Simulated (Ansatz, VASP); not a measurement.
**LiH: VASP beside Ansatz**

```
CELL_PARAMETERS angstrom
0.00000 2.04596 2.04596
2.04596 0.00000 2.04596
2.04596 2.04596 0.00000
ATOMIC_POSITIONS crystal
Li 0.00000 0.00000 0.00000
H 0.50000 0.50000 0.50000
```

Change from the starting cell: volume scaled by 1.02, PAW files.

Alike in both runs: task electric field gradients; functional LDA; k mesh 11 × 11 × 11; occupations fermi-dirac, width 0.03 eV; no spin polarisation.

```csv
,VASP,Ansatz
version,VASP 6.6.1,Ansatz 0.2.0
potentials or method,"VASP PAW LDA potentials, release 64 (Li_sv, H)","PAW with Ansatz's default frozen-core files, scalar-relativistic"
plane-wave cutoff (eV),520,420
valence electrons in the cell,4,4
```

```tsv
	VASP	Ansatz	Ansatz less VASP
gap on the k mesh at the Fermi level (eV)	2.85	2.86	+0.007
```

LDA's correlation is that of Perdew and Zunger in VASP and of Perdew and Wang (1992) in Ansatz.

Noted on VASP's run: the cutoff is short for stress, so the pressure is rough.
